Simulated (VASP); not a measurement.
# MoS2 (R3m) in VASP: single point with PBE

Aim: the single point of MoS2 with PBE.

Program: VASP 6.6.1. These are calculated values, not measurements. Logs are shortened: lines on timing, memory, paths and dates and some standing lists are left out, and cuts for length are marked.

**1. The cell of the first run**

Symmetry: R3m, No. 160, trigonal system. Conventional cell: a = 3.160 Å, b = 3.160 Å, c = 18.450 Å, α = 90.00°, β = 90.00°, γ = 120.00°. Mo (site symmetry 3m) has 6 S at 2.39 Å and 6 Mo at 3.16 Å within 3.2 Å. Within 3.2 Å of S (site symmetry 3m) lie 3 Mo at 2.39 Å and 7 S at 3.08 to 3.16 Å. S (site symmetry 3m) has 3 Mo at 2.39 Å and 7 S at 3.08 to 3.16 Å within 3.2 Å.

**2. Single point, PBE**

Input file INCAR:

```
PREC     = Accurate       # precision mode
ENCUT    = 520            # plane-wave cutoff, eV
EDIFF    = 1E-7           # SCF threshold, eV
ISMEAR   = -1             # smearing method
SIGMA    = 0.1            # smearing width, eV
LREAL    = False          # projectors in reciprocal space
LASPH    = True           # aspherical terms in the spheres
NELM     = 60             # most SCF steps
ALGO     = Normal         # electronic algorithm
ISIF     = 2              # what is computed and relaxed
LWAVE    = False          # write WAVECAR
LCHARG   = False          # write CHGCAR
GGA      = PE             # functional
NBANDS   = 20             # bands
```

Input file KPOINTS:

```
regular mesh
0
Gamma
  9 9 9
```

Input file POSCAR:

```
MoS2
1.0
    1.5800000000      0.9122134300      6.1500000000
   -1.5800000000      0.9122134300      6.1500000000
    0.0000000000     -1.8244268500      6.1500000000
Mo S
1 2
Direct
    0.0000000000      0.0000000000      0.0000000000
    0.2500000000      0.2500000000      0.2500000000
    0.4170000000      0.4170000000      0.4170000000
```

Potentials or basis: VASP PAW PBE potentials, release 64 (Mo_sv, S).

Started as:

```sh
$ cat potpaw_PBE.64/Mo_sv/POTCAR potpaw_PBE.64/S/POTCAR > POTCAR
$ mpirun -np 1 vasp_std > vasp.out
```

OUTCAR:

```text
PREC = Accurate
   ENCUT = 520
   EDIFF = 1E-7
   ISMEAR = -1
   LREAL = False
   LASPH = True
   NELM = 60
   ISIF = 2
   GGA = PE

 ion  position               nearest neighbor table
   1  0.000  0.000  0.000-   2 2.39   2 2.39   2 2.39   3 2.39   3 2.39   3 2.39
   2  0.250  0.250  0.250-   1 2.39   1 2.39   1 2.39
   3  0.417  0.417  0.417-   1 2.39   1 2.39   1 2.39

  LATTYP: Found a trigonal (rhomboedric) cell.
 ALAT       =     6.4149071187
 COS(alpha) =     0.8786713332

  Lattice vectors:

 A1 = (   1.5800000000,   0.9122134300,   6.1500000000)
 A2 = (  -1.5800000000,   0.9122134300,   6.1500000000)
 A3 = (   0.0000000000,  -1.8244268500,   6.1500000000)

Analysis of symmetry for initial positions (statically):
=====================================================================
 Subroutine PRICEL returns:
 Original cell was already a primitive cell.

 Routine SETGRP: Setting up the symmetry group for a
 trigonal (rhombohedral) supercell.

 Subroutine GETGRP returns: Found  6 space group operations
 (whereof  6 operations were pure point group operations)
 out of a pool of 12 trial point group operations.

The static configuration has the point symmetry C_3v.

Analysis of symmetry for dynamics (positions and initial velocities):
=====================================================================
 Subroutine PRICEL returns:
 Original cell was already a primitive cell.

 Routine SETGRP: Setting up the symmetry group for a
 trigonal (rhombohedral) supercell.

 Subroutine GETGRP returns: Found  6 space group operations
 (whereof  6 operations were pure point group operations)
 out of a pool of 12 trial point group operations.

The dynamic configuration has the point symmetry C_3v.

 Subroutine INISYM returns: Found  6 space group operations
 (whereof  6 operations are pure point group operations),
 and found     1 'primitive' translations

----------------------------------------------------------------------------------------

                                     Primitive cell

  volume of cell :      53.1839

  direct lattice vectors                    reciprocal lattice vectors
     1.580000000  0.912213430  6.150000000     0.316455696  0.182705781  0.054200542
    -1.580000000  0.912213430  6.150000000    -0.316455696  0.182705781  0.054200542
[... 77 lines left out ...]
 SYSTEM =  unknown system
   PREC   = accura    normal or accurate (medium, high low for compatibility)
   ISTART =      0    job   : 0-new  1-cont  2-samecut
   ICHARG =      2    charge: 1-file 2-atom 10-const
   ISPIN  =      1    spin polarized calculation?
   LNONCOLLINEAR =      F non collinear calculations
   LSORBIT =      F    spin-orbit coupling
   LASPH  =      T    aspherical Exc in radial PAW
   ENCUT  =  520.0 eV  38.22 Ry    6.18 a.u.  11.93 11.93 11.93*2*pi/ulx,y,z
   NELM   =     60;   NELMIN=  2; NELMDL= -5     # of ELM steps
   EDIFF  = 0.1E-06   stopping-criterion for ELM
   LREAL  =      F    real-space projection
   EDIFFG = 0.1E-05   stopping-criterion for IOM
   NSW    =      0    number of steps for IOM
   IBRION =     -1    ionic relax: 0-MD 1-quasi-New 2-CG
   NFREE  =      0    steps in history (QN), initial steepest desc. (CG)
   ISIF   =      2    stress and relaxation
   ISYM   =      2    0-nonsym 1-usesym 2-fastsym
   POTIM  = 0.5000    time-step for ionic-motion
   TEBEG  =    0.0;   TEEND  =   0.0 temperature during run
   PSTRESS=    0.0 pullay stress
   NELECT =      26.0000    total number of electrons
   NUPDOWN=      -1.0000    fix difference up-down
   EMIN   =  10.00;   EMAX   =-10.00  energy-range for DOS
   EFERMI =   0.00;   METHOD = LEGACY
   ISMEAR =    -1;   SIGMA  =   0.10  broadening in eV -4-tet -1-fermi 0-gaus
   EFERMI_NEDOS =   21; number of points for ismear=-14 and -15
   IALGO  =     38    algorithm
   IMIX   =      4    mixing-type and parameters
     AMIX     =   0.40;   BMIX     =  1.00
     AMIX_MAG =   1.60;   BMIX_MAG =  1.00
  volume/ion in A,a.u.               =      17.73       119.63
  Fermi-wavevector in a.u.,A,eV,Ry     =   1.289652  2.437089 22.629252  1.663203
  Thomas-Fermi vector in A             =   2.421532
   LORBIT       =      0    0 simple, 1 ext, 2 COOP (PROOUT), +10 PAW based schemes
   GGA     = PE    functional components
   LHFCALC =     F    Hartree Fock is set to
   AEXX    =    0.0000 exact exchange contribution
   IVDW    =     0    specifies the selected vdW correction
   LEPSILON=     F    determine dielectric tensor
   LRPA    =     F    only Hartree local field effects (RPA)
 non-spin polarized calculation
  energy-cutoff  :      520.00
  volume of cell :       53.18
 maximum number of plane-waves:      1448
   NGX = 23   NGY = 23   NGZ = 23

 number of electron      25.9999998 magnetization

 Free energy of the ion-electron system (eV)
  ---------------------------------------------------
  ext. energy  EPLUGINS =         0.00000000
  ---------------------------------------------------
  free energy    TOTEN  =       -21.78959085 eV

  energy without entropy =      -21.78923505  energy(sigma->0) =      -21.78941295

 E-fermi :   7.9971     XC(G=0): -10.8259

 val. band max:        7.6425333853   @ k =   0.4444   0.4444   0.4444
 cond. band min:       8.5965400117   @ k =  -0.2222   0.4444   0.1111
 fundamental gap:      0.9540066264
 Fermi energy:         7.9971223304

 k-point     1 :       0.0000    0.0000    0.0000
  band No.  band energies     occupation
      1     -53.9095      2.00000
      2     -28.0755      2.00000
      3     -27.8478      2.00000
      4     -27.8478      2.00000
      5      -7.4610      2.00000
      6      -5.7412      2.00000
[... 541 lines left out ...]
     19      14.7377      0.00000
     20      15.8041      0.00000

 [... further k-points ...]
[... 5 lines left out ...]
  --------------------------------------------------------------------------------------
  -------------------------------------------------------------------------------------
  Total        1.4711148      1.4711149      2.2472415      0.0000000      0.0000000     -0.0000000
  in kB       44.3177035     44.3177036     67.6987125      0.0000000      0.0000000     -0.0000000
  external PRESSURE =      52.1113732 kB  Pullay stress =       0.0000000 kB

 VOLUME and BASIS-vectors are now :
 -----------------------------------------------------------------------------
  energy-cutoff  :      520.00
  volume of cell :       53.18
      direct lattice vectors                 reciprocal lattice vectors
     1.580000000  0.912213430  6.150000000     0.316455696  0.182705781  0.054200542
    -1.580000000  0.912213430  6.150000000    -0.316455696  0.182705781  0.054200542
     0.000000000 -1.824426850  6.150000000     0.000000000 -0.365411562  0.054200542

 POSITION                                       TOTAL-FORCE (eV/Angst)
 -----------------------------------------------------------------------------------
      0.00000      0.00000      0.00000         0.000000      0.000000      0.086565
      0.00000      0.00000      4.61250         0.000000     -0.000000     -0.506418
      0.00000      0.00000      7.69365         0.000000      0.000000      0.419853
 -----------------------------------------------------------------------------------
    total drift:                                0.000000      0.000000      0.000050

  FREE ENERGIE OF THE ION-ELECTRON SYSTEM (eV)
  ---------------------------------------------------
  free  energy   TOTEN  =       -21.7895908485 eV

  energy  without entropy=      -21.7892350470  energy(sigma->0) =      -21.78941295
```

OSZICAR:

```text
N       E                     dE             d eps       ncg     rms          rms(c)
DAV:   1     0.178387742567E+03    0.17839E+03   -0.13515E+04  3424   0.123E+03
DAV:   2    -0.161063883423E+02   -0.19449E+03   -0.18923E+03  4144   0.313E+02
DAV:   3    -0.231496245323E+02   -0.70432E+01   -0.69814E+01  4232   0.557E+01
DAV:   4    -0.232285386435E+02   -0.78914E-01   -0.78879E-01  4172   0.627E+00
DAV:   5    -0.232297607054E+02   -0.12221E-02   -0.12220E-02  4264   0.752E-01    0.252E+01
DAV:   6    -0.221423477791E+02    0.10874E+01   -0.10056E+01  3556   0.194E+01    0.911E+00
DAV:   7    -0.218882283183E+02    0.25412E+00   -0.35852E+00  3476   0.110E+01    0.610E+00
DAV:   8    -0.217893425868E+02    0.98886E-01   -0.51088E-01  3852   0.443E+00    0.179E+00
DAV:   9    -0.217906743960E+02   -0.13318E-02   -0.20345E-02  3956   0.902E-01    0.632E-01
DAV:  10    -0.217895640363E+02    0.11104E-02   -0.80527E-03  3792   0.600E-01    0.122E-01
DAV:  11    -0.217895880595E+02   -0.24023E-04   -0.46803E-04  3984   0.151E-01    0.597E-02
DAV:  12    -0.217895744762E+02    0.13583E-04   -0.64360E-05  3856   0.506E-02    0.238E-02
DAV:  13    -0.217895904907E+02   -0.16015E-04   -0.22914E-05  3636   0.279E-02    0.996E-03
DAV:  14    -0.217895907231E+02   -0.23238E-06   -0.12981E-06  4652   0.682E-03    0.433E-03
DAV:  15    -0.217895908581E+02   -0.13498E-06   -0.64727E-07  3780   0.491E-03    0.256E-03
DAV:  16    -0.217895908485E+02    0.95852E-08   -0.11209E-07  2704   0.238E-03
   1 F= -.21789591E+02 E0= -.21789413E+02  d E =-.355801E-03
```

Wall time 3.9 min (1 thread of Intel Xeon Platinum 8488C (Sapphire Rapids), shared host); peak memory 0.35 GiB.

What came out:

```
Free energy            : -21.7896 eV
Pressure               : 5.2 GPa
Largest force          : 0.506 eV/Å
Band gap on the k mesh : 0.95 eV, indirect (least direct gap 1.71 eV)
```

Forces on the atoms (eV/Å):
```
Mo   0.000  0.000  0.087
S    0.000  0.000 -0.506
S    0.000  0.000  0.420
```

Stress tensor (GPa, compression positive):
```
4.43 0.00 0.00
0.00 4.43 0.00
0.00 0.00 6.77
```

A k mesh can miss the band edges. As with any semilocal functional, this PBE gap is likely too small.
